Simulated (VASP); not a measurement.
CaSe:

```
Ca Se
1.0
     0.00000    3.29513    3.29513
     3.29513    0.00000    3.29513
     3.29513    3.29513    0.00000
Ca Se
1 1
Direct
  0.00000 0.00000 0.00000
  0.25000 0.25000 0.25000
```

Base run:

```yaml
Program: VASP 6.6.1
Functional: PBE
Potentials_or_basis: VASP PAW PBE potentials, release 64 (Ca_sv, Se)
Cutoff: 520 eV
k_mesh: 6 × 6 × 6
Occupations: gaussian, width 0.05 eV
Spin: no spin polarisation
```

Its results: band gap on the k mesh 3.16 eV, indirect (least direct gap 3.25 eV); pressure 0.1 GPa.

The run is repeated on the same cell with these changes: functional from PBE to r2SCAN. What comes out?

Band gap on the k mesh 3.64 eV, indirect (least direct gap 3.73 eV); pressure -0.3 GPa.

r2SCAN gives the wider gap, since meta-GGAs in the generalised Kohn-Sham scheme recover part of the derivative discontinuity.

Caveats: the PAW data sets were made with another functional, which shifts forces and pressure a little (some runs).

A k mesh can miss the band edges.
